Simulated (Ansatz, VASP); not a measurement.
## CaMg: VASP beside Ansatz

```xyz
2
Lattice="3.7938 0.0000 0.0000 0.0000 3.7938 0.0000 0.0000 0.0000 3.7938" Properties=species:S:1:pos:R:3 pbc="T T T"
Ca    0.0324    0.0000    0.0000
Mg    1.8434    1.8969    1.8969
```

Change from the starting cell: mode 4 frozen in at -0.054 Å, equal normal strain along x, y and z -0.0167.

Alike in both runs: task single point; functional LDA; k mesh 12 × 12 × 12; occupations gaussian, width 0.15 eV; no spin polarisation.

|  | VASP | Ansatz |
| --- | --- | --- |
| version | VASP 6.6.1 | Ansatz 0.2.0 |
| potentials or method | VASP PAW LDA potentials, release 64 (Ca_sv, Mg), cutoff 520 eV | scalar-relativistic, plane waves, PAW |
| valence electrons in the cell | 12 | 20 |

```tsv
	VASP	Ansatz	Ansatz less VASP
gap on the k mesh at the Fermi level (eV)	none	none	-
pressure (GPa)	1.6	1.7	+0.12
traceless stress, the component that is largest in VASP (GPa)	-0.07	-0.07	+0.002
rms of the force components (eV/Å)	0.144	0.141	-0.0022
```

LDA's correlation is that of Perdew and Zunger in VASP and of Perdew and Wang (1992) in Ansatz. Atom by atom the forces differ by 0.002 eV/Å (rms over components). A gap of «none» marks a metal or a gap that the smearing closes. VASP's potentials hold 12 valence electrons a cell and Ansatz's 20, so a difference there can come from the potentials and not from the codes.
